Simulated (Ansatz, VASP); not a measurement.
## One calculation of MnS, two programs

File INCAR:

```
ALGO = Normal
EDIFF = 1E-7
ENCUT = 520
GGA = PE
ISIF = 2
ISMEAR = 0
ISPIN = 2
LASPH = T
LCHARG = F
LMAXMIX = 4
LORBIT = 11
LREAL = F
LWAVE = F
MAGMOM = 5 -5 0 0
NBANDS = 31
NELM = 150
PREC = Accurate
SIGMA = 0.05
```

Contents of KPOINTS:

```
k-points
0
Gamma
  8 8 6
```

File POSCAR:

```
MnS
1.0
    0.0000000000      2.5431237759     -2.5431237759
    0.0000000000      2.5431237759      2.5431237759
    5.0862475518      0.0000000000      0.0000000000
Mn S
2 2
Direct
    0.0000000000      0.0000000000      0.0000000000
    0.5000000000      0.5000000000      0.5000000000
    0.0000000000      1.0000000000      0.5000000000
    0.5000000000      1.5000000000      1.0000000000
```

Input for Ansatz:

```yaml
crystal:
  lattice:
    - [0.0, 2.5431237759, -2.5431237759]
    - [0.0, 2.5431237759, 2.5431237759]
    - [5.0862475518, 0.0, 0.0]
  atoms:
    - { symbol: Mn, position: [0.0, 0.0, 0.0], spin: 5.0 }
    - { symbol: S, position: [0.0, 1.0, 0.5] }
    - { symbol: Mn, position: [0.5, 0.5, 0.5], spin: -5.0 }
    - { symbol: S, position: [0.5, 1.5, 1.0] }
basis:
  ecutwfc: 420
  ecutrho_ratio: 4
kpoints:
  mp_grid: { grid: [8, 8, 6] }
hamiltonian:
  xc: pbe
scf:
  occupations: { method: gaussian, width: 0.05 }
  lower_state_search: "off"
output:
  forces: true
  stress: true
  eigenvalues: true
  populations: true
magnetization:
  spin_polarized: true
```

Alike in both runs: task single point; functional PBE; k mesh 8 × 8 × 6; occupations gaussian, width 0.05 eV; collinear spin.

```csv
,VASP,Ansatz
version,VASP 6.6.1,Ansatz 0.2.0
potentials or method,"VASP PAW PBE potentials, release 64 (Mn_pv, S), cutoff 520 eV","scalar-relativistic, plane waves, PAW"
valence electrons in the cell,38,42
```

|  | VASP | Ansatz | Ansatz less VASP |
| --- | --- | --- | --- |
| gap on the k mesh at the Fermi level (eV) | none | none | - |
| pressure (GPa) | 1.8 | 1.8 | -0.01 |
| net moment per atom (μB) | 0.00 | 0.00 | 0.000 |
| size of the moment on the site where the two differ most (μB) | 4.14 | 4.06 | -0.080 |

Site moments also hang on the region over which each program counts them. A gap of «none» marks a metal or a gap that the smearing closes. The functional is the same, so the differences come from potentials, cutoffs and numerics. VASP's potentials hold 38 valence electrons a cell and Ansatz's 42, so a difference there can come from the potentials and not from the codes.
